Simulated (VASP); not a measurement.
# BiTe (Immm) in VASP: further runs

The runs below take BiTe through single point, with r2SCAN.

All numbers are computed with VASP 6.6.1; they aren't measurements. Logs are shortened: lines on timing, memory, paths and dates and some standing lists are left out, and cuts for length are marked.

**1. The cell of the first run**

Symmetry: Immm, No. 71, orthorhombic system. Conventional cell: a = 4.541 Å, b = 4.609 Å, c = 6.470 Å, α = 90.00°, β = 90.00°, γ = 90.00°. Within 4.3 Å of Bi (site symmetry mmm) lie 6 Te at 3.23 to 3.24 Å. Te (site symmetry mmm) has 6 Bi at 3.23 to 3.24 Å within 4.3 Å.

**2. Single point, r2SCAN (strain +0.0150 x Voigt [0, 0, 0, 0, 0, 1])**

File POSCAR:

```
BiTe
1.0
    0.0242625000      3.2350000000      3.2350000000
    3.2350000000      0.0242625000      3.2350000000
    3.2592625000      3.2592625000      0.0000000000
Bi Te
1 1
Direct
    0.0000000000      0.0000000000      0.0000000000
    0.5000000000      0.5000000000      0.5000000000
```

File INCAR.step1:

```
  ALGO = Normal
  EDIFF = 1E-4
  ENCUT = 520
  GGA = PE
  ISMEAR = 0
  LASPH = True
  LCHARG = False
  LREAL = False
  LWAVE = True
  NBANDS = 18
  NELM = 100
  PREC = Accurate
  SIGMA = 0.15
```

File INCAR.step2:

```
  ALGO = Normal
  EDIFF = 1E-6
  ENCUT = 520
  ISIF = 2
  ISMEAR = 0
  ISTART = 1
  LASPH = True
  LCHARG = False
  LMIXTAU = True
  LREAL = False
  LWAVE = False
  METAGGA = R2SCAN
  NBANDS = 18
  NELM = 100
  PREC = Accurate
  SIGMA = 0.15
```

File KPOINTS:

```
k-points
0
Gamma
  14 14 14
```

Potentials or basis: VASP PAW PBE potentials, release 64 (Bi_d, Te).

Started as:

```bash
> cat potpaw_PBE.64/Bi_d/POTCAR potpaw_PBE.64/Te/POTCAR > POTCAR
> cp INCAR.step1 INCAR
> mpirun -np 1 vasp_std > vasp.out
> cp INCAR.step2 INCAR
> mpirun -np 1 vasp_std > vasp.out
```

OUTCAR:

```text
EDIFF = 1E-6
   ENCUT = 520
   ISIF = 2
   ISMEAR = 0
   ISTART = 1
   LASPH = True
   LREAL = False
   METAGGA = R2SCAN
   NELM = 100
   PREC = Accurate

 ion  position               nearest neighbor table
   1  0.000  0.000  0.000-   2 3.23   2 3.23   2 3.24   2 3.24   2 3.24   2 3.24
   2  0.500  0.500  0.500-   1 3.23   1 3.23   1 3.24   1 3.24   1 3.24   1 3.24

  LATTYP: Found a body centered orthorhombic cell.
 ALAT       =     4.5406685177
 B/A-ratio  =     1.0151133501
 C/A-ratio  =     1.4249003147

  Lattice vectors:

 A1 = (   3.2350000000,   0.0242625000,  -3.2350000000)
 A2 = (  -3.2350000000,  -0.0242625000,  -3.2350000000)
 A3 = (   0.0242625000,   3.2350000000,   3.2350000000)

Analysis of symmetry for initial positions (statically):
=====================================================================
 Subroutine PRICEL returns:
 Original cell was already a primitive cell.

 Routine SETGRP: Setting up the symmetry group for a
 body centered orthorhombic supercell.

 Subroutine GETGRP returns: Found  8 space group operations
 (whereof  8 operations were pure point group operations)
 out of a pool of  8 trial point group operations.

The static configuration has the point symmetry D_2h.

Analysis of symmetry for dynamics (positions and initial velocities):
=====================================================================
 Subroutine PRICEL returns:
 Original cell was already a primitive cell.

 Routine SETGRP: Setting up the symmetry group for a
 body centered orthorhombic supercell.

 Subroutine GETGRP returns: Found  8 space group operations
 (whereof  8 operations were pure point group operations)
 out of a pool of  8 trial point group operations.

The dynamic configuration has the point symmetry D_2h.

 Subroutine INISYM returns: Found  8 space group operations
 (whereof  8 operations are pure point group operations),
 and found     1 'primitive' translations

----------------------------------------------------------------------------------------

                                     Primitive cell

  volume of cell :      67.7062

  direct lattice vectors                    reciprocal lattice vectors
     0.024262500  3.235000000  3.235000000    -0.155727461  0.155727461  0.154559505
     3.235000000  0.024262500  3.235000000     0.155727461 -0.155727461  0.154559505
     3.259262500  3.259262500  0.000000000     0.153408938  0.153408938 -0.154559505

  length of vectors
     4.575045209  4.575045209  4.609293231     0.269055246  0.269055246  0.266378012

  position of ions in fractional coordinates (direct lattice)
     0.000000000  0.000000000  0.000000000
     0.500000000  0.500000000  0.500000000

  ion indices of the primitive-cell ions
   primitive index   ion index
                 1           1
                 2           2

----------------------------------------------------------------------------------------

 KPOINTS: k-points

Automatic generation of k-mesh.
 Grid dimensions read from file:
 generate k-points for:   14   14   14

 Generating k-lattice:

  Cartesian coordinates                     Fractional coordinates (reciprocal lattice)
    -0.011123390  0.011123390  0.011039965     0.071428571  0.000000000  0.000000000
     0.011123390 -0.011123390  0.011039965     0.000000000  0.071428571  0.000000000
     0.010957781  0.010957781 -0.011039965    -0.000000000 -0.000000000  0.071428571

  Length of vectors
     0.019218232  0.019218232  0.019027001

  Shift w.r.t. Gamma in fractional coordinates (k-lattice)
     0.000000000  0.000000000  0.000000000

 Subroutine IBZKPT returns following result:
 ===========================================

 Found    428 irreducible k-points:

 Following reciprocal coordinates:
            Coordinates               Weight
  0.000000  0.000000  0.000000      1.000000
  0.071429  0.000000  0.000000      4.000000
  0.142857  0.000000  0.000000      4.000000
  0.214286 -0.000000  0.000000      4.000000
  0.285714 -0.000000  0.000000      4.000000
  0.357143  0.000000  0.000000      4.000000
[... 16 lines left out ...]
  0.214286  0.142857  0.000000      4.000000
  0.285714  0.142857  0.000000      4.000000
 [... further k-points ...]
   k-points           NKPTS =    428   k-points in BZ     NKDIM =    428   number of bands    NBANDS=     18
   number of dos      NEDOS =    301   number of ions     NIONS =      2
   total plane-waves  NPLWV =  46656
   dimension x,y,z NGX =    36 NGY =   36 NGZ =   36
   dimension x,y,z NGXF=    72 NGYF=   72 NGZF=   72
   ions per type =               1   1
   NGX,Y,Z   is equivalent  to a cutoff of  13.08, 13.08, 12.98 a.u.
   NGXF,Y,Z  is equivalent  to a cutoff of  26.16, 26.16, 25.97 a.u.
 SYSTEM =  unknown system
   PREC   = accura    normal or accurate (medium, high low for compatibility)
   ISTART =      1    job   : 0-new  1-cont  2-samecut
   ICHARG =      0    charge: 1-file 2-atom 10-const
   ISPIN  =      1    spin polarized calculation?
   LNONCOLLINEAR =      F non collinear calculations
   LSORBIT =      F    spin-orbit coupling
   LASPH  =      T    aspherical Exc in radial PAW
   ENCUT  =  520.0 eV  38.22 Ry    6.18 a.u.   8.51  8.51  8.57*2*pi/ulx,y,z
   NELM   =    100;   NELMIN=  2; NELMDL=  0     # of ELM steps
   EDIFF  = 0.1E-05   stopping-criterion for ELM
   LREAL  =      F    real-space projection
   EDIFFG = 0.1E-04   stopping-criterion for IOM
   NSW    =      0    number of steps for IOM
   IBRION =     -1    ionic relax: 0-MD 1-quasi-New 2-CG
   NFREE  =      0    steps in history (QN), initial steepest desc. (CG)
   ISIF   =      2    stress and relaxation
   ISYM   =      2    0-nonsym 1-usesym 2-fastsym
   POTIM  = 0.5000    time-step for ionic-motion
   TEBEG  =    0.0;   TEEND  =   0.0 temperature during run
   PSTRESS=    0.0 pullay stress
   NELECT =      21.0000    total number of electrons
   NUPDOWN=      -1.0000    fix difference up-down
   EMIN   =  10.00;   EMAX   =-10.00  energy-range for DOS
   EFERMI =   0.00;   METHOD = LEGACY
   ISMEAR =     0;   SIGMA  =   0.15  broadening in eV -4-tet -1-fermi 0-gaus
   EFERMI_NEDOS =   21; number of points for ismear=-14 and -15
   IALGO  =     38    algorithm
   IMIX   =      4    mixing-type and parameters
     AMIX     =   0.40;   BMIX     =  1.00
     AMIX_MAG =   1.60;   BMIX_MAG =  1.00
  volume/ion in A,a.u.               =      33.85       228.45
  Fermi-wavevector in a.u.,A,eV,Ry     =   1.108167  2.094132 16.708411  1.228034
  Thomas-Fermi vector in A             =   2.244690
   LORBIT       =      0    0 simple, 1 ext, 2 COOP (PROOUT), +10 PAW based schemes
   METAGGA = R2SCAN    functional components
   LHFCALC =     F    Hartree Fock is set to
   AEXX    =    0.0000 exact exchange contribution
   IVDW    =     0    specifies the selected vdW correction
   LEPSILON=     F    determine dielectric tensor
   LRPA    =     F    only Hartree local field effects (RPA)
 non-spin polarized calculation
 Gauss-broadening in eV      SIGMA  =   0.15
  energy-cutoff  :      520.00
  volume of cell :       67.71
 maximum number of plane-waves:      1845
 NGX is ok and might be reduce to    36
   NGX = 17   NGY = 17   NGZ = 17

 number of electron      21.0000001 magnetization

 Free energy of the ion-electron system (eV)
  ---------------------------------------------------
  ext. energy  EPLUGINS =         0.00000000
  ---------------------------------------------------
  free energy    TOTEN  =       -84.03460948 eV

  energy without entropy =      -84.01890491  energy(sigma->0) =      -84.02675719

 E-fermi :   6.6176     XC(G=0): -10.0019

 val. band max:        6.6138719672   @ k =  -0.2143  -0.4286   0.3571
 cond. band min:       6.6185269030   @ k =  -0.4286  -0.4286   0.4286
 fundamental gap:      0.0046549358
 Fermi energy:         6.6175830815

 k-point     1 :       0.0000    0.0000    0.0000
  band No.  band energies     occupation
      1     -17.3089      2.00000
      2     -17.3087      2.00000
      3     -17.3044      2.00000
      4     -17.3031      2.00000
      5     -17.3019      2.00000
      6      -7.5587      2.00000
[... 10 lines left out ...]
     17      13.3584      0.00000
     18      13.5624      0.00000

 k-point     2 :       0.0714    0.0000    0.0000
  band No.  band energies     occupation
      1     -17.3091      2.00000
      2     -17.3089      2.00000
      3     -17.3041      2.00000
      4     -17.3028      2.00000
      5     -17.3018      2.00000
      6      -7.5100      2.00000
[... 10 lines left out ...]
     17      13.6773      0.00000
     18      13.8526      0.00000

 k-point     3 :       0.1429    0.0000    0.0000
  band No.  band energies     occupation
      1     -17.3098      2.00000
      2     -17.3096      2.00000
      3     -17.3032      2.00000
      4     -17.3021      2.00000
      5     -17.3011      2.00000
      6      -7.3646      2.00000
[... 10 lines left out ...]
     17      14.4831      0.00000
     18      14.6135      0.00000

 k-point     4 :       0.2143   -0.0000    0.0000
  band No.  band energies     occupation
      1     -17.3109      2.00000
      2     -17.3108      2.00000
      3     -17.3017      2.00000
      4     -17.3016      2.00000
      5     -17.2996      2.00000
      6      -7.1245      2.00000
[... 10 lines left out ...]
     17      15.5225      0.00000
     18      15.6659      0.00000

 k-point     5 :       0.2857   -0.0000    0.0000
  band No.  band energies     occupation
      1     -17.3122      2.00000
      2     -17.3121      2.00000
      3     -17.3012      2.00000
      4     -17.3000      2.00000
      5     -17.2978      2.00000
      6      -6.7933      2.00000
[... 10 lines left out ...]
     17      16.4763      0.00000
     18      16.9053      0.00000

 k-point     6 :       0.3571    0.0000    0.0000
  band No.  band energies     occupation
      1     -17.3134      2.00000
      2     -17.3133      2.00000
      3     -17.3008      2.00000
      4     -17.2984      2.00000
      5     -17.2962      2.00000
      6      -6.3777      2.00000
[... 10 lines left out ...]
     17      16.5914      0.00000
     18      17.9927      0.00000

 k-point     7 :       0.4286   -0.0000    0.0000
  band No.  band energies     occupation
      1     -17.3142      2.00000
      2     -17.3142      2.00000
      3     -17.3005      2.00000
      4     -17.2973      2.00000
      5     -17.2950      2.00000
      6      -5.8913      2.00000
[... 10 lines left out ...]
     17      15.7406      0.00000
     18      17.0827      0.00000

 k-point     8 :       0.5000    0.0000    0.0000
  band No.  band energies     occupation
      1     -17.3145      2.00000
      2     -17.3145      2.00000
      3     -17.3004      2.00000
      4     -17.2969      2.00000
      5     -17.2946      2.00000
      6      -5.4770      2.00000
[... 10 lines left out ...]
     17      15.3787      0.00000
     18      16.3620      0.00000
[... 229 lines left out ...]
     17      14.8919      0.00000
     18      16.5786      0.00000

 k-point    20 :      -0.1429    0.0714    0.0000
  band No.  band energies     occupation
      1     -17.3107      2.00000
      2     -17.3098      2.00000
      3     -17.3030      2.00000
      4     -17.3016      2.00000
      5     -17.3001      2.00000
      6      -7.2519      2.00000
[... 10 lines left out ...]
     17      14.0255      0.00000
     18      15.4962      0.00000

 k-point    21 :      -0.0714    0.0714    0.0000
  band No.  band energies     occupation
      1     -17.3097      2.00000
      2     -17.3092      2.00000
      3     -17.3038      2.00000
      4     -17.3018      2.00000
      5     -17.3017      2.00000
      6      -7.4288      2.00000
[... 10 lines left out ...]
     17      13.6074      0.00000
     18      14.4925      0.00000

 k-point    22 :       0.1429    0.1429    0.0000
  band No.  band energies     occupation
      1     -17.3117      2.00000
      2     -17.3078      2.00000
      3     -17.3038      2.00000
      4     -17.3024      2.00000
      5     -17.2999      2.00000
      6      -7.3048      2.00000
[... 10 lines left out ...]
     17      13.6745      0.00000
     18      13.7888      0.00000

 k-point    23 :       0.2143    0.1429    0.0000
  band No.  band energies     occupation
      1     -17.3131      2.00000
      2     -17.3078      2.00000
      3     -17.3038      2.00000
      4     -17.3011      2.00000
      5     -17.2989      2.00000
      6      -7.1336      2.00000
[... 10 lines left out ...]
     17      14.1059      0.00000
     18      14.2015      0.00000

 k-point    24 :       0.2857    0.1429    0.0000
  band No.  band energies     occupation
      1     -17.3145      2.00000
      2     -17.3085      2.00000
      3     -17.3032      2.00000
      4     -17.2994      2.00000
      5     -17.2979      2.00000
      6      -6.8719      2.00000
[... 10 lines left out ...]
     17      14.9626      0.00000
     18      15.0803      0.00000

 [... further k-points ...]

------------------------ aborting loop because EDIFF is reached ----------------------------------------

  FORCE on cell =-STRESS in cart. coord.  units (eV):
  Direction    XX          YY          ZZ          XY          YZ          ZX
  --------------------------------------------------------------------------------------
  -------------------------------------------------------------------------------------
  Total       -0.0178274     -0.0178274     -0.0188263     -0.0027621      0.0000000      0.0000000
  in kB       -0.4218607     -0.4218607     -0.4455004     -0.0653624      0.0000000      0.0000000
  external PRESSURE =      -0.4297406 kB  Pullay stress =       0.0000000 kB

 VOLUME and BASIS-vectors are now :
 -----------------------------------------------------------------------------
  energy-cutoff  :      520.00
  volume of cell :       67.71
      direct lattice vectors                 reciprocal lattice vectors
     0.024262500  3.235000000  3.235000000    -0.155727461  0.155727461  0.154559505
     3.235000000  0.024262500  3.235000000     0.155727461 -0.155727461  0.154559505
     3.259262500  3.259262500  0.000000000     0.153408938  0.153408938 -0.154559505

 POSITION                                       TOTAL-FORCE (eV/Angst)
 -----------------------------------------------------------------------------------
      0.00000      0.00000      0.00000        -0.000000      0.000000      0.000000
      3.25926      3.25926      3.23500         0.000000      0.000000      0.000000
 -----------------------------------------------------------------------------------
    total drift:                               -0.000000      0.000000      0.000000

  FREE ENERGIE OF THE ION-ELECTRON SYSTEM (eV)
  ---------------------------------------------------
  free  energy   TOTEN  =       -84.0346094823 eV

  energy  without entropy=      -84.0189049076  energy(sigma->0) =      -84.02675719
```

Run time: 21 min. Hardware: 1 thread of Intel Xeon Platinum 8259CL at 2.50GHz (Skylake/Cascade Lake), shared host; peak memory 0.62 GiB.

Results:

```
Free energy            : -84.0346 eV
Pressure               : 0.0 GPa
Band gap on the k mesh : zero (an odd number of electrons rules out a gap without spin polarisation)
```

Caveat: the cell differs from its parent crystal (strain +0.0150 x Voigt [0, 0, 0, 0, 0, 1]); the PAW data sets were made with another functional, which shifts forces and pressure a little; spin-orbit coupling is left out, which moves the levels of the heavy elements.

**3. Single point, r2SCAN (strain +0.0050 x Voigt [0, 0, 0, 0, 0, 1])**

File POSCAR:

```
BiTe
1.0
    0.0080875000      3.2350000000      3.2350000000
    3.2350000000      0.0080875000      3.2350000000
    3.2430875000      3.2430875000      0.0000000000
Bi Te
1 1
Direct
    0.0000000000      0.0000000000      0.0000000000
    0.5000000000      0.5000000000      0.5000000000
```

File INCAR.step1:

```
SYSTEM = BiTe
ALGO = Normal ; EDIFF = 1E-4
ENCUT = 520 ; GGA = PE
ISMEAR = 0 ; LASPH = .TRUE.
LCHARG = .FALSE. ; LREAL = .FALSE.
LWAVE = .TRUE. ; NBANDS = 18
NELM = 100 ; PREC = Accurate
SIGMA = 0.15
```

File INCAR.step2:

```
SYSTEM = BiTe
ALGO = Normal ; EDIFF = 1E-6
ENCUT = 520 ; ISIF = 2
ISMEAR = 0 ; ISTART = 1
LASPH = .TRUE. ; LCHARG = .FALSE.
LMIXTAU = .TRUE. ; LREAL = .FALSE.
LWAVE = .FALSE. ; METAGGA = R2SCAN
NBANDS = 18 ; NELM = 100
PREC = Accurate ; SIGMA = 0.15
```

File KPOINTS:

```
k-points
0
G
  14 14 14
  0 0 0
```

Potentials or basis: VASP PAW PBE potentials, release 64 (Bi_d, Te).

Started as:

```bash
> cat potpaw_PBE.64/Bi_d/POTCAR potpaw_PBE.64/Te/POTCAR > POTCAR
> cp INCAR.step1 INCAR
> mpirun -np 1 vasp_std > vasp.out
> cp INCAR.step2 INCAR
> mpirun -np 1 vasp_std > vasp.out
```

Wall time 22 min (1 thread of Intel Xeon Platinum 8259CL at 2.50GHz (Skylake/Cascade Lake), shared host); peak memory 0.62 GiB.

The run converged. Its results:

```yaml
Free_energy: -84.0346 eV
Pressure: 0.0 GPa
Band_gap_on_the_k_mesh: zero (an odd number of electrons rules out a gap without spin polarisation)
```

Levels at points of the mesh, in eV from the Fermi level:
| k point | band 6 | band 7 | band 8 | band 9 | band 10 | band 11 | band 12 | band 13 | band 14 | band 15 |
| --- | --- | --- | --- | --- | --- | --- | --- | --- | --- | --- |
| (0.00, 0.00, 0.00) | -14.18 | -8.33 | -2.85 | -2.82 | -2.80 | 2.21 | 2.22 | 2.23 | 4.95 | 4.98 |
| (0.50, 0.00, 0.00) | -12.10 | -11.74 | -2.15 | -2.14 | -1.67 | -0.74 | -0.73 | -0.71 | 7.81 | 8.17 |
| (0.50, 0.50, 0.00) | -12.30 | -10.34 | -5.99 | -4.35 | -4.30 | 2.49 | 3.73 | 3.76 | 5.22 | 8.97 |
| (0.00, 0.00, 0.50) | -12.11 | -11.75 | -2.14 | -2.12 | -1.65 | -0.72 | -0.70 | -0.70 | 7.80 | 8.15 |
| (0.50, 0.00, 0.50) | -12.30 | -10.34 | -5.99 | -4.32 | -4.32 | 2.48 | 3.74 | 3.74 | 5.22 | 8.97 |

Caveat: the cell differs from its parent crystal (strain +0.0050 x Voigt [0, 0, 0, 0, 0, 1]); the PAW data sets were made with another functional, which shifts forces and pressure a little; spin-orbit coupling is left out, which moves the levels of the heavy elements.
